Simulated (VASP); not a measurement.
Runs of VASP 6.6.1 on KCl. The structure is that of space group I4/mmm (No. 139), or close to it. The cells are those of the table. 

```tsv
cell	gap on the mesh (eV)	pressure (GPa)
a = 4.582, b = 4.582, c = 4.698 Å, angles 59.2, 59.2, 61.7°, 2 atoms	4.81	(a)
a = 4.565, b = 4.565, c = 4.664 Å, angles 59.3, 59.3, 61.4°, 2 atoms	4.86	-0.7
a = 4.599, b = 4.599, c = 4.731 Å, angles 59.0, 59.0, 61.9°, 2 atoms	(b)	-1.0
a = 4.332, b = 4.332, c = 4.196 Å, angles 61.0, 61.0, 57.9°, 2 atoms	5.55	4.1
a = 4.531, b = 4.531, c = 4.597 Å, angles 59.5, 59.5, 61.0°, 2 atoms	4.95	(c)
```

Alike in all rows: task single point; level PBE; potentials or basis VASP PAW PBE potentials, release 64 (K_sv, Cl); no spin polarisation; k mesh 6 × 6 × 6; cutoff (eV) 520; smearing gaussian 0.05 eV.

Question: Fill in the values left out.

Answer: (a) -0.9; (b) 4.77; (c) -0.4.

